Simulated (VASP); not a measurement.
# Au: relaxation of shape and atoms at fixed volume with PBE

The system is Au.

```
CELL_PARAMETERS angstrom
2.48270 0.00000 0.00000
-1.24135 2.15008 0.00000
0.00000 0.00000 2.46438
ATOMIC_POSITIONS crystal
Au 0.00000 0.00000 0.00000
```

This isn't the form of Au at room conditions, which is fcc.

```
Program                : VASP 6.6.1
Task                   : relaxation of shape and atoms at fixed volume
Functional             : PBE
Potentials or basis    : VASP PAW PBE potentials, release 64 (Au)
Cutoff                 : 600 eV
k mesh                 : 15 × 15 × 14
Occupations            : fermi-dirac, width 0.08 eV
Spin                   : no spin polarisation
Dipole correction      : no
Further INCAR settings : ALGO = Normal; EDIFF = 1e-07; IBRION = 2; EDIFFG = -0.005; NSW = 50; ISIF = 4
```

The energy gained by relaxing is 18.6 meV/atom and the ionic steps are 7. The pressure after relaxing is 140.4 GPa. The band gap on the k mesh is zero (an odd number of electrons rules out a gap without spin polarisation).

The path:
```tsv
step	energy change (eV)	largest force (eV/Å)	pressure (GPa)	volume (Å³)
1	0.0000	0.0000	141.68	13.15
2	0.3506	0.0000	149.41	13.15
3	-0.0186	0.0000	140.41	13.15
4	-0.0186	0.0000	140.39	13.15
5	-0.0186	0.0000	140.38	13.15
6	-0.0185	0.0000	140.42	13.15
7	-0.0186	0.0000	140.38	13.15
```

Final structure:
```
CELL_PARAMETERS angstrom
2.50171 0.00000 0.00000
-1.25085 2.16654 0.00000
0.00000 0.00000 2.42707
ATOMIC_POSITIONS crystal
Au 0.00000 0.00000 0.00000
```

Levels at points of the mesh, in eV from the Fermi level:
```tsv
k point	band 3	band 4	band 5	band 6	band 7	band 8	band 9
(0.00, 0.00, 0.00)	-6.55	-6.55	-1.80	-1.80	14.31	14.42	22.01
(0.00, 0.00, 0.50)	-5.99	-4.37	-4.37	-3.48	3.60	17.39	21.55
```

Wall time 2.8 min on 1 thread of AMD EPYC 7R13, with other jobs on the host, peak memory 0.13 GiB.

Caveat: spin-orbit coupling is left out, which moves the levels of the heavy elements.
